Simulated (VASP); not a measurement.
Set up this calculation in VASP 6.6.1, as the native input.

```yaml
Task: single point
Functional: LDA
Potentials_or_basis: VASP PAW LDA potentials, release 64 (Zn, S)
Cutoff: 520 eV
k_mesh: 9 × 9 × 6
Occupations: gaussian, width 0.01 eV
Spin: no spin polarisation
Dipole_correction: no
Further_INCAR_settings: ALGO = Normal; EDIFF = 1e-06; NBANDS = 26
```

The structure of ZnS (lda) lies in POSCAR:

```
ZnS
1.0
    3.7381765707      0.0000000000      0.0000000000
   -1.8690882854      3.2373558741      0.0000000000
    0.0000000000      0.0000000000      6.1427593467
Zn S
2 2
Direct
    0.3333333333      0.6666666667     -0.0183377901
    0.6666666667      0.3333333333      0.4816622099
    0.3333333333      0.6666666667      0.3933377901
    0.6666666667      0.3333333333      0.8933377901
```

One way to write it, as run:

INCAR

```
PREC     = Accurate       # precision mode
ENCUT    = 520            # plane-wave cutoff, eV
EDIFF    = 1E-6           # SCF threshold, eV
ISMEAR   = 0              # smearing method
SIGMA    = 0.01           # smearing width, eV
LREAL    = F              # projectors in reciprocal space
LASPH    = T              # aspherical terms in the spheres
NELM     = 60             # most SCF steps
ALGO     = Normal         # electronic algorithm
ISIF     = 2              # what is computed and relaxed
LWAVE    = F              # write WAVECAR
LCHARG   = F              # write CHGCAR
GGA      = CA             # functional
NBANDS   = 26             # bands
```

KPOINTS

```
Automatic mesh
0
Gamma
  9 9 6
```

Potentials or basis: VASP PAW LDA potentials, release 64 (Zn, S).

Launch:

```sh
$ cat potpaw_LDA.64/Zn/POTCAR potpaw_LDA.64/S/POTCAR > POTCAR
$ mpirun -np 1 vasp_std > vasp.out
```

Results of the run:

```yaml
Pressure: 2.1 GPa
Largest_force: 0.876 eV/Å
Band_gap_on_the_k_mesh: 2.34 eV, direct
```

Run time: 57 s on 1 thread of Intel(R) Xeon(R) Platinum 8259CL CPU @ 2.50GHz (Skylake/Cascade Lake), on a shared host, peak memory 0.21 GiB.
